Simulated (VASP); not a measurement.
Set up this calculation in VASP 6.6.1, as the native input.

```
Task                   : single point
Functional             : LDA
Potentials or basis    : VASP PAW LDA potentials, release 64 (As)
Cutoff                 : 520 eV
k mesh                 : 7 × 7 × 7
Occupations            : gaussian, width 0.05 eV
Spin                   : no spin polarisation
Dipole correction      : no
Further INCAR settings : ALGO = Normal; EDIFF = 1e-07; NBANDS = 8
```

The structure of As lies in POSCAR:

```
As
1.0
    2.7100410000     -0.0173790000     -0.0118580000
   -0.0173790000      2.7297000000      0.0332640000
   -0.0118580000      0.0332640000      2.6721930000
As
1
Direct
    0.4843510000      0.5055250000      0.4963750000
```

These files were run (other wordings do the same):

INCAR

```
SYSTEM = As
PREC = Accurate
ENCUT = 520
EDIFF = 1E-7
ISMEAR = 0
SIGMA = 0.05
LREAL = .False.
LASPH = .True.
NELM = 60
ALGO = Normal
ISIF = 2
LWAVE = .False.
LCHARG = .False.
NBANDS = 8
```

KPOINTS

```
Automatic mesh
0
Gamma
  7 7 7
  0 0 0
```

Potentials or basis: VASP PAW LDA potentials, release 64 (As).

The run is started by

```console
$ cat potpaw_LDA.64/As/POTCAR > POTCAR
$ mpirun -np 1 vasp_std > vasp.out
```

Results of the run:

| Item | Value |
| --- | --- |
| Pressure | -2.5 GPa |
| Band gap on the k mesh | zero (an odd number of electrons rules out a gap without spin polarisation) |

Caveat: the stress differs along the axes, from -6 to 1 GPa.

Run time: 19 s on 1 thread of Intel Xeon 8259CL, with other jobs on the host, peak memory 0.13 GiB.
